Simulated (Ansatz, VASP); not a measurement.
One calculation of RbNa, two programs

```
CELL_PARAMETERS angstrom
5.02264 0.00000 0.00000
0.00000 5.02264 0.00000
0.00000 0.00000 4.88363
ATOMIC_POSITIONS crystal
Rb 0.50000 0.50000 0.50000
Na 0.00000 0.00000 0.00000
```

Alike in both runs: functional PBE; k mesh 12 × 12 × 10; occupations gaussian, width 0.1 eV; no spin polarisation.

Ansatz relaxed the structure, and its values are those at the end. VASP's run is a single point on that final structure, the one shown.

```csv
,VASP,Ansatz
version,VASP 6.6.1,Ansatz 0.2.0
potentials or method,"VASP PAW PBE potentials, release 64 (Rb_sv, Na_pv), cutoff 520 eV","scalar-relativistic, plane waves, PAW"
valence electrons in the cell,16,18
```

```csv
,VASP,Ansatz,Ansatz less VASP
gap on the k mesh at the Fermi level (eV),none,none,-
pressure (GPa),0.0,0.0,0.00
```

A gap of «none» marks a metal or a gap that the smearing closes. The functional is the same, so the differences come from potentials, cutoffs and numerics. VASP's potentials hold 16 valence electrons a cell and Ansatz's 18, so a difference there can come from the potentials and not from the codes.
